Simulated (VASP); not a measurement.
Input of a VASP 6.6.1 run:

Contents of INCAR:

```
SYSTEM = LiMg8
  PREC = Accurate
  ENCUT = 520
  EDIFF = 1E-6
  ISMEAR = 0
  SIGMA = 0.1
  LREAL = .FALSE.
  LASPH = .TRUE.
  NELM = 60
  ALGO = Normal
  ISIF = 2
  LWAVE = .FALSE.
  LCHARG = .FALSE.
  LDIPOL = .TRUE.
  IDIPOL = 3
  DIPOL = 0.5 0.5 0.326
  GGA = CA
  NBANDS = 20
```

File KPOINTS:

```
regular mesh
0
G
  4 5 1
  0 0 0
```

POSCAR

```
LiMg8
1.0
    6.2932257366      0.0000000000      0.0000000000
    0.0000000000      5.0388886594      0.0000000000
    0.0000000000      0.0000000000     19.0846137325
Mg Li
8 1
Direct
    0.0000000000      0.7500000000      0.2095929242
    0.5000000000      0.7500000000      0.2095929242
    0.2500000000      0.2500000000      0.2571887995
    0.7500000000      0.2500000000      0.2571887995
    0.2500000000      0.7500000000      0.3565915112
    0.7500000000      0.7500000000      0.3565915112
    0.0000000000      0.2500000000      0.3974203428
    0.5000000000      0.2500000000      0.3974203428
    0.2500000000      0.7500000000      0.4932419003
```

Potentials or basis: VASP PAW LDA potentials, release 64 (Mg, Li_sv).

Command:

```bash
$ cat potpaw_LDA.64/Mg/POTCAR potpaw_LDA.64/Li_sv/POTCAR > POTCAR
$ mpirun -np 1 vasp_std > vasp.out
```

Question: Estimate the largest force.

Answer: 0.612 eV/Å.

Forces on the atoms (eV/Å):
```
Mg   0.007  0.000  0.243
Mg  -0.007  0.000  0.243
Mg   0.000  0.000 -0.162
Mg   0.000  0.000 -0.118
Mg   0.000  0.000 -0.612
Mg   0.000  0.000  0.158
Mg   0.081  0.000  0.139
Mg  -0.081  0.000  0.139
Li   0.000  0.000 -0.029
```
